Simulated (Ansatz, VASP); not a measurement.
**Ta: VASP beside Ansatz**

```
Ta
1.0
     0.00000    2.08591    2.08591
     2.08591    0.00000    2.08591
     2.08591    2.08591    0.00000
Ta
1
Cartesian
  0.0000 0.0000 0.0000
```

Alike in both runs: task single point; functional PBE; k mesh 8 × 8 × 8; occupations gaussian, width 0.1 eV; no spin polarisation.

```csv
,VASP,Ansatz
version,VASP 6.6.1,Ansatz 0.2.0
potentials or method,"VASP PAW PBE potentials, release 64 (Ta_pv), cutoff 520 eV","scalar-relativistic, plane waves, PAW"
valence electrons in the cell,11,13
```

Ansatz gave:

- gap on the k mesh at the Fermi level (eV): none
- pressure (GPa): 8.9

Problem. Estimate VASP's values.

Solution. gap on the k mesh at the Fermi level (eV): none; pressure (GPa): 9.0.

A gap of «none» marks a metal or a gap that the smearing closes. VASP's potentials hold 11 valence electrons a cell and Ansatz's 13, so a difference there can come from the potentials and not from the codes.

Neither program's run includes spin-orbit coupling.
